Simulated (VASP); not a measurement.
Input of a VASP 6.6.1 run:

INCAR

```
ALGO = Normal
EDIFF = 1E-7
ENCUT = 520
GGA = PS
ISIF = 2
ISMEAR = 0
LASPH = True
LCHARG = False
LREAL = False
LWAVE = False
NBANDS = 11
NELM = 80
PREC = Accurate
SIGMA = 0.05
```

KPOINTS

```
k-points
0
Gamma
  12 12 12
```

Contents of POSCAR:

```
BAs
1.0
    0.0000000000      2.5947391905      2.0238965686
    2.5947391905      0.0000000000      2.0238965686
    2.5947391905      2.5947391905      0.0000000000
B As
1 1
Direct
    0.0000000000      0.0000000000      0.0000000000
    0.7500000000      0.7500000000      0.7500000000
```

Potentials or basis: VASP PAW PBE potentials, release 64 (B, As).

Run with:

```bash
$ cat potpaw_PBE.64/B/POTCAR potpaw_PBE.64/As/POTCAR > POTCAR
$ mpirun -np 1 vasp_std > vasp.out
```

Q: Predict the band gap on the k mesh.

A: Zero (bands 4 and 5 overlap by 2.14 eV).

Q: Predict the pressure.

A: -1.8 GPa.

Stress tensor (GPa, compression positive):
```
-10.88   0.00   0.00
  0.00 -10.88   0.00
  0.00   0.00  16.26
```

Caveat: the PAW data sets were made with another functional, which shifts forces and pressure a little.
